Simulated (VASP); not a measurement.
# LiH (Pm-3m) in VASP: notebook

LiH is run at these levels: PBE, r2SCAN, HSE06; tasks: single point.

Program: VASP 6.6.1. These are calculated values, not measurements. Logs are shortened: lines on timing, memory, paths and dates and some standing lists are left out, and cuts for length are marked.

**1. The cell of the first run**

The structure is cubic, space group Pm-3m (No. 221). Conventional cell: a = 2.502 Å, b = 2.502 Å, c = 2.502 Å, α = 90.00°, β = 90.00°, γ = 90.00°. Li (site symmetry m-3m) has 8 H at 2.17 Å and 6 Li at 2.50 Å within 2.9 Å. H (site symmetry m-3m) has 8 Li at 2.17 Å and 6 H at 2.50 Å within 2.9 Å.

**2. Single point, PBE**

Contents of INCAR:

```
  PREC = Accurate
  ENCUT = 520
  EDIFF = 1E-7
  ISMEAR = 0
  SIGMA = 0.01
  LREAL = F
  LASPH = T
  NELM = 80
  ALGO = Normal
  ISIF = 2
  LWAVE = F
  LCHARG = F
  GGA = PE
  NBANDS = 9
```

Contents of KPOINTS:

```
Automatic mesh
0
Gamma
  8 8 8
```

Contents of POSCAR:

```
LiH
1.0
    2.5016587112      0.0000000000      0.0000000000
    0.0000000000      2.5016587112      0.0000000000
    0.0000000000      0.0000000000      2.5016587112
Li H
1 1
Direct
    0.0000000000      0.0000000000      0.0000000000
    0.5000000000      0.5000000000      0.5000000000
```

Potentials or basis: VASP PAW PBE potentials, release 64 (Li_sv, H).

Command:

```
cat potpaw_PBE.64/Li_sv/POTCAR potpaw_PBE.64/H/POTCAR > POTCAR
mpirun -np 1 vasp_std > vasp.out
```

OUTCAR:

```text
PREC = Accurate
   ENCUT = 520
   EDIFF = 1E-7
   ISMEAR = 0
   LREAL = F
   LASPH = T
   NELM = 80
   ISIF = 2
   GGA = PE

 ion  position               nearest neighbor table
   1  0.000  0.000  0.000-
   2  0.500  0.500  0.500-

  LATTYP: Found a simple cubic cell.
 ALAT       =     2.5016587112

  Lattice vectors:

 A1 = (   2.5016587112,   0.0000000000,   0.0000000000)
 A2 = (   0.0000000000,   2.5016587112,   0.0000000000)
 A3 = (   0.0000000000,   0.0000000000,   2.5016587112)

Analysis of symmetry for initial positions (statically):
=====================================================================
 Subroutine PRICEL returns:
 Original cell was already a primitive cell.

 Routine SETGRP: Setting up the symmetry group for a
 simple cubic supercell.

 Subroutine GETGRP returns: Found 48 space group operations
 (whereof 48 operations were pure point group operations)
 out of a pool of 48 trial point group operations.

The static configuration has the point symmetry O_h .

Analysis of symmetry for dynamics (positions and initial velocities):
=====================================================================
 Subroutine PRICEL returns:
 Original cell was already a primitive cell.

 Routine SETGRP: Setting up the symmetry group for a
 simple cubic supercell.

 Subroutine GETGRP returns: Found 48 space group operations
 (whereof 48 operations were pure point group operations)
 out of a pool of 48 trial point group operations.

The dynamic configuration has the point symmetry O_h .

 Subroutine INISYM returns: Found 48 space group operations
 (whereof 48 operations are pure point group operations),
 and found     1 'primitive' translations

----------------------------------------------------------------------------------------

                                     Primitive cell

  volume of cell :      15.6561

  direct lattice vectors                    reciprocal lattice vectors
     2.501658711  0.000000000  0.000000000     0.399734782  0.000000000  0.000000000
     0.000000000  2.501658711  0.000000000     0.000000000  0.399734782  0.000000000
     0.000000000  0.000000000  2.501658711     0.000000000  0.000000000  0.399734782

  length of vectors
     2.501658711  2.501658711  2.501658711     0.399734782  0.399734782  0.399734782

[... 81 lines left out ...]
   LREAL  =      F    real-space projection
   EDIFFG = 0.1E-05   stopping-criterion for IOM
   NSW    =      0    number of steps for IOM
   IBRION =     -1    ionic relax: 0-MD 1-quasi-New 2-CG
   NFREE  =      0    steps in history (QN), initial steepest desc. (CG)
   ISIF   =      2    stress and relaxation
   ISYM   =      2    0-nonsym 1-usesym 2-fastsym
   POTIM  = 0.5000    time-step for ionic-motion
   TEBEG  =    0.0;   TEEND  =   0.0 temperature during run
   PSTRESS=    0.0 pullay stress
   NELECT =       4.0000    total number of electrons
   NUPDOWN=      -1.0000    fix difference up-down
   EMIN   =  10.00;   EMAX   =-10.00  energy-range for DOS
   EFERMI =   0.00;   METHOD = LEGACY
   ISMEAR =     0;   SIGMA  =   0.01  broadening in eV -4-tet -1-fermi 0-gaus
   EFERMI_NEDOS =   21; number of points for ismear=-14 and -15
   IALGO  =     38    algorithm
   IMIX   =      4    mixing-type and parameters
     AMIX     =   0.40;   BMIX     =  1.00
     AMIX_MAG =   1.60;   BMIX_MAG =  1.00
  volume/ion in A,a.u.               =       7.83        52.83
  Fermi-wavevector in a.u.,A,eV,Ry     =   1.038804  1.963054 14.682222  1.079113
  Thomas-Fermi vector in A             =   2.173305
   LORBIT       =      0    0 simple, 1 ext, 2 COOP (PROOUT), +10 PAW based schemes
   GGA     = PE    functional components
   LHFCALC =     F    Hartree Fock is set to
   AEXX    =    0.0000 exact exchange contribution
   IVDW    =     0    specifies the selected vdW correction
   LEPSILON=     F    determine dielectric tensor
   LRPA    =     F    only Hartree local field effects (RPA)
 non-spin polarized calculation
 Gauss-broadening in eV      SIGMA  =   0.01
  energy-cutoff  :      520.00
  volume of cell :       15.66
 maximum number of plane-waves:       441
 NGX is ok and might be reduce to    20
   NGX =  9   NGY =  9   NGZ =  9

 number of electron       4.0000011 magnetization

 Free energy of the ion-electron system (eV)
  ---------------------------------------------------
  ext. energy  EPLUGINS =         0.00000000
  ---------------------------------------------------
  free energy    TOTEN  =        -5.65853707 eV

  energy without entropy =       -5.65853707  energy(sigma->0) =       -5.65853707

 E-fermi :   3.8474     XC(G=0):  -8.6586

 val. band max:        3.5526334315   @ k =   0.5000   0.5000   0.5000
 cond. band min:       4.2826045047   @ k =   0.5000   0.0000   0.0000
 fundamental gap:      0.7299710732
 Fermi energy:         3.8473894567

 k-point     1 :       0.0000    0.0000    0.0000
  band No.  band energies     occupation
      1     -44.5730      2.00000
      2      -5.2832      2.00000
      3      15.5158      0.00000
      4      15.5158      0.00000
      5      15.5158      0.00000
      6      16.1186      0.00000
      7      18.6622      0.00000
      8      18.6622      0.00000
      9      35.2546      0.00000
[... 265 lines left out ...]
 k-point    24 :       0.5000    0.3750    0.1250
  band No.  band energies     occupation
      1     -44.4719      2.00000
      2       0.0948      2.00000
      3       5.2698      0.00000
      4       7.1204      0.00000
      5      12.7474      0.00000
      6      19.5168      0.00000
      7      22.0314      0.00000
      8      25.3262      0.00000
      9      25.6441      0.00000

 [... further k-points ...]

------------------------ aborting loop because EDIFF is reached ----------------------------------------

  FORCE on cell =-STRESS in cart. coord.  units (eV):
  Direction    XX          YY          ZZ          XY          YZ          ZX
  --------------------------------------------------------------------------------------
  -------------------------------------------------------------------------------------
  Total        0.0082427      0.0082427      0.0082427     -0.0000000      0.0000000     -0.0000000
  in kB        0.8435202      0.8435202      0.8435202     -0.0000000      0.0000000     -0.0000000
  external PRESSURE =       0.8435202 kB  Pullay stress =       0.0000000 kB

 VOLUME and BASIS-vectors are now :
 -----------------------------------------------------------------------------
  energy-cutoff  :      520.00
  volume of cell :       15.66
      direct lattice vectors                 reciprocal lattice vectors
     2.501658711  0.000000000  0.000000000     0.399734782  0.000000000  0.000000000
     0.000000000  2.501658711  0.000000000     0.000000000  0.399734782  0.000000000
     0.000000000  0.000000000  2.501658711     0.000000000  0.000000000  0.399734782

 POSITION                                       TOTAL-FORCE (eV/Angst)
 -----------------------------------------------------------------------------------
      0.00000      0.00000      0.00000         0.000000      0.000000      0.000000
      1.25083      1.25083      1.25083         0.000000      0.000000      0.000000
 -----------------------------------------------------------------------------------
    total drift:                                0.000000      0.000000      0.000000

  FREE ENERGIE OF THE ION-ELECTRON SYSTEM (eV)
  ---------------------------------------------------
  free  energy   TOTEN  =        -5.6585370731 eV

  energy  without entropy=       -5.6585370731  energy(sigma->0) =       -5.65853707
```

OSZICAR:

```text
N       E                     dE             d eps       ncg     rms          rms(c)
DAV:   1    -0.217766788182E+01   -0.21777E+01   -0.13733E+03   686   0.382E+02
DAV:   2    -0.588375604193E+01   -0.37061E+01   -0.36882E+01   849   0.512E+01
DAV:   3    -0.592441678761E+01   -0.40661E-01   -0.40569E-01   751   0.439E+00
DAV:   4    -0.592455890740E+01   -0.14212E-03   -0.14211E-03   791   0.259E-01
DAV:   5    -0.592455960581E+01   -0.69840E-06   -0.69839E-06   781   0.137E-02    0.282E+00
DAV:   6    -0.572737731100E+01    0.19718E+00   -0.16220E-01   722   0.121E+00    0.140E+00
DAV:   7    -0.565745993543E+01    0.69917E-01   -0.21294E-01   735   0.153E+00    0.225E-01
DAV:   8    -0.565861194433E+01   -0.11520E-02   -0.40680E-03   739   0.426E-01    0.533E-02
DAV:   9    -0.565853723832E+01    0.74706E-04   -0.28909E-04   834   0.567E-02    0.597E-03
DAV:  10    -0.565853707111E+01    0.16720E-06   -0.67587E-06   680   0.190E-02    0.257E-03
DAV:  11    -0.565853707314E+01   -0.20237E-08   -0.12685E-07   831   0.230E-03
   1 F= -.56585371E+01 E0= -.56585371E+01  d E =0.000000E+00
```

It took 4.6 s on 1 thread of Intel Xeon Platinum 8488C (Sapphire Rapids), shared host; peak memory 0.12 GiB.

Results:

```yaml
Free_energy: -5.6585 eV
Band_gap_on_the_k_mesh: 0.73 eV, indirect (least direct gap 4.21 eV)
```

Caveat: the cutoff is under 1.25 times the usual one of these potentials, so pressure, stress and relaxed cells hold a basis-set (Pulay) error. A k mesh can miss the band edges.

**3. Single point, PBE**

Contents of INCAR:

```
SYSTEM = LiH
PREC = Accurate
ENCUT = 520
EDIFF = 1E-6
ISMEAR = 0
SIGMA = 0.01
LREAL = .False.
LASPH = .True.
NELM = 100
ALGO = Normal
ISIF = 2
LWAVE = .False.
LCHARG = .True.
GGA = PE
LELF = .True.
LVHAR = .True.
NBANDS = 9
```

Contents of KPOINTS:

```
Automatic mesh
0
Gamma
  8 8 8
  0 0 0
```

POSCAR is that of step 2.

Potentials or basis: VASP PAW PBE potentials, release 64 (Li_sv, H).

Command:

```
cat potpaw_PBE.64/Li_sv/POTCAR potpaw_PBE.64/H/POTCAR > POTCAR
mpirun -np 1 vasp_std > vasp.out
```

OUTCAR:

```text
SYSTEM = LiH
   PREC = Accurate
   ENCUT = 520
   EDIFF = 1E-6
   ISMEAR = 0
   LREAL = .False.
   LASPH = .True.
   NELM = 100
   ISIF = 2
   GGA = PE

 ion  position               nearest neighbor table
   1  0.000  0.000  0.000-
   2  0.500  0.500  0.500-

  LATTYP: Found a simple cubic cell.
 ALAT       =     2.5016587112

  Lattice vectors:

 A1 = (   2.5016587112,   0.0000000000,   0.0000000000)
 A2 = (   0.0000000000,   2.5016587112,   0.0000000000)
 A3 = (   0.0000000000,   0.0000000000,   2.5016587112)

Analysis of symmetry for initial positions (statically):
=====================================================================
 Subroutine PRICEL returns:
 Original cell was already a primitive cell.

 Routine SETGRP: Setting up the symmetry group for a
 simple cubic supercell.

 Subroutine GETGRP returns: Found 48 space group operations
 (whereof 48 operations were pure point group operations)
 out of a pool of 48 trial point group operations.

The static configuration has the point symmetry O_h .

Analysis of symmetry for dynamics (positions and initial velocities):
[... 166 lines left out ...]

 k-point     1 :       0.0000    0.0000    0.0000
  band No.  band energies     occupation
      1     -44.5728      2.00000
      2      -5.2833      2.00000
      3      15.5158      0.00000
      4      15.5158      0.00000
      5      15.5158      0.00000
      6      16.1182      0.00000
      7      18.6619      0.00000
      8      18.6619      0.00000
      9      35.2549      0.00000
[... 265 lines left out ...]
 k-point    24 :       0.5000    0.3750    0.1250
  band No.  band energies     occupation
      1     -44.4717      2.00000
      2       0.0947      2.00000
      3       5.2696      0.00000
      4       7.1202      0.00000
      5      12.7470      0.00000
      6      19.5167      0.00000
      7      22.0314      0.00000
      8      25.3262      0.00000
      9      25.6440      0.00000

 [... further k-points ...]

------------------------ aborting loop because EDIFF is reached ----------------------------------------

  FORCE on cell =-STRESS in cart. coord.  units (eV):
  Direction    XX          YY          ZZ          XY          YZ          ZX
  --------------------------------------------------------------------------------------
  -------------------------------------------------------------------------------------
  Total        0.0090199      0.0090199      0.0090199      0.0000000      0.0000000     -0.0000000
  in kB        0.9230567      0.9230567      0.9230567      0.0000000      0.0000000     -0.0000000
  external PRESSURE =       0.9230567 kB  Pullay stress =       0.0000000 kB

 VOLUME and BASIS-vectors are now :
 -----------------------------------------------------------------------------
  energy-cutoff  :      520.00
  volume of cell :       15.66
      direct lattice vectors                 reciprocal lattice vectors
     2.501658711  0.000000000  0.000000000     0.399734782  0.000000000  0.000000000
     0.000000000  2.501658711  0.000000000     0.000000000  0.399734782  0.000000000
     0.000000000  0.000000000  2.501658711     0.000000000  0.000000000  0.399734782

 POSITION                                       TOTAL-FORCE (eV/Angst)
 -----------------------------------------------------------------------------------
      0.00000      0.00000      0.00000         0.000000      0.000000      0.000000
      1.25083      1.25083      1.25083         0.000000      0.000000      0.000000
 -----------------------------------------------------------------------------------
    total drift:                                0.000000      0.000000      0.000000

  FREE ENERGIE OF THE ION-ELECTRON SYSTEM (eV)
  ---------------------------------------------------
  free  energy   TOTEN  =        -5.6585370711 eV

  energy  without entropy=       -5.6585370711  energy(sigma->0) =       -5.65853707
```

Wall time 4.4 s (1 thread of Intel Xeon Platinum 8488C (Sapphire Rapids), shared host); peak memory 0.12 GiB.

Results:

```
Free energy            : -5.6585 eV
Band gap on the k mesh : 0.73 eV, indirect (least direct gap 4.21 eV)
```

Caveat: the cutoff is under 1.25 times the usual one of these potentials, so pressure, stress and relaxed cells hold a basis-set (Pulay) error. PBE gaps usually lie below the measured ones, often by a third to a half.

**4. Single point, r2SCAN**

POSCAR is that of step 3.

Contents of INCAR.step1:

```
  PREC = Accurate
  ENCUT = 520
  ISMEAR = 0
  SIGMA = 0.01
  LREAL = F
  LASPH = T
  NELM = 60
  NBANDS = 9
  GGA = PE
  ALGO = Normal
  EDIFF = 1E-4
  LWAVE = T
  LCHARG = F
```

Contents of INCAR.step2:

```
  PREC = Accurate
  ENCUT = 520
  EDIFF = 1E-6
  ISMEAR = 0
  SIGMA = 0.01
  LREAL = F
  LASPH = T
  NELM = 60
  ALGO = Normal
  ISIF = 2
  LWAVE = F
  LCHARG = F
  METAGGA = R2SCAN
  LMIXTAU = T
  NBANDS = 9
  ISTART = 1
```

Contents of KPOINTS:

```
Automatic mesh
0
Gamma
  8 8 8
```

Command:

```
cat potpaw_PBE.64/Li_sv/POTCAR potpaw_PBE.64/H/POTCAR > POTCAR
cp INCAR.step1 INCAR
mpirun -np 1 vasp_std > vasp.out
cp INCAR.step2 INCAR
mpirun -np 1 vasp_std > vasp.out
```

It took 16 s on 1 thread of Intel Xeon Platinum 8488C (Sapphire Rapids), shared host; peak memory 0.12 GiB.

It converged, with:

| Property | Result |
| --- | --- |
| Free energy | -6.3387 eV |
| Band gap on the k mesh | 1.30 eV, indirect (least direct gap 4.89 eV) |

Levels at points of the mesh, in eV from the valence-band top:
| k point | band 1 | band 2 | band 3 | band 4 | band 5 |
| --- | --- | --- | --- | --- | --- |
| (0.00, 0.00, 0.00) | -49.80 | -9.12 | 13.04 | 13.04 | 13.04 |
| (0.50, 0.00, 0.00) | -49.75 | -6.86 | 1.30 | 12.72 | 18.00 |
| (0.50, 0.50, 0.00) | -49.70 | -2.87 | 2.02 | 2.02 | 10.46 |
| (0.50, 0.50, 0.50) | -49.66 | 0.00 | 7.51 | 7.51 | 7.51 |

Caveat: the cutoff is under 1.25 times the usual one of these potentials, so pressure, stress and relaxed cells hold a basis-set (Pulay) error; the PAW data sets were made with another functional, which shifts forces and pressure a little.

**5. Single point, HSE06**

POSCAR is that of step 4.

Contents of INCAR.step1:

```
SYSTEM = LiH
PREC = Accurate
ENCUT = 520
EDIFF = 1E-5
ISMEAR = 0
SIGMA = 0.01
LREAL = .FALSE.
LASPH = .TRUE.
NELM = 100
ALGO = Normal
ISIF = 2
LWAVE = .TRUE.
GGA = PE
NBANDS = 9
```

Contents of INCAR.step2:

```
SYSTEM = LiH
PREC = Accurate
ENCUT = 520
EDIFF = 1E-7
ISMEAR = 0
SIGMA = 0.01
LREAL = .FALSE.
LASPH = .TRUE.
NELM = 100
ALGO = Normal
ISIF = 2
LWAVE = .FALSE.
LCHARG = .TRUE.
GGA = PE
LHFCALC = .TRUE.
HFSCREEN = 0.2079
PRECFOCK = Normal
LELF = .TRUE.
LVHAR = .TRUE.
ISTART = 1
NBANDS = 9
```

Contents of KPOINTS:

```
regular mesh
0
G
  6 6 6
  0 0 0
```

Command:

```
cat potpaw_PBE.64/Li_sv/POTCAR potpaw_PBE.64/H/POTCAR > POTCAR
cp INCAR.step1 INCAR
mpirun -np 1 vasp_std > vasp.out
cp INCAR.step2 INCAR
mpirun -np 1 vasp_std > vasp.out
```

Wall time 43 s (1 thread of Intel Xeon Platinum 8488C (Sapphire Rapids), shared host); peak memory 0.22 GiB.

It converged, with:

| Property | Result |
| --- | --- |
| Free energy | -6.2946 eV |
| Band gap on the k mesh | 1.43 eV, indirect (least direct gap 5.27 eV) |

Levels at points of the mesh, in eV from the valence-band top:
```csv
k point,band 1,band 2,band 3,band 4,band 5,band 6,band 7
"(0.00, 0.00, 0.00)",-51.47,-9.79,13.14,13.14,13.14,14.11,16.20
"(0.50, 0.00, 0.00)",-51.42,-7.24,1.43,12.82,17.49,17.49,21.13
"(0.50, 0.50, 0.00)",-51.37,-2.95,2.31,2.31,10.19,20.75,22.31
"(0.50, 0.50, 0.50)",-51.33,0.00,7.45,7.45,7.45,9.72,9.72
```

Caveat: the cutoff is under 1.25 times the usual one of these potentials, so pressure, stress and relaxed cells hold a basis-set (Pulay) error; the PAW data sets were made with another functional, which shifts forces and pressure a little. A k mesh can miss the band edges.

**6. The runs side by side**

| level | k mesh | grid for exact exchange (PRECFOCK) | screening parameter | gap on the mesh (eV) |
| --- | --- | --- | --- | --- |
| PBE | 8 × 8 × 8 | - | - | 0.73 |
| r2SCAN | 8 × 8 × 8 | - | - | 1.30 |
| HSE06 | 6 × 6 × 6 | Normal | 0.2079 1/Å | 1.43 |

Alike in all rows: task single point; potentials or basis VASP PAW PBE potentials, release 64 (Li_sv, H); no spin polarisation; cell as given; cutoff (eV) 520; smearing gaussian 0.01 eV.

On the cell as given the gap runs from 0.73 eV (PBE) to 1.43 eV (HSE06); the meshes differ, which moves gaps too.

Caveats: the cutoff is under 1.25 times the usual one of these potentials, so pressure, stress and relaxed cells hold a basis-set (Pulay) error; the PAW data sets were made with another functional, which shifts forces and pressure a little (some runs).

Absolute energies hang on the potentials; compare differences alone.
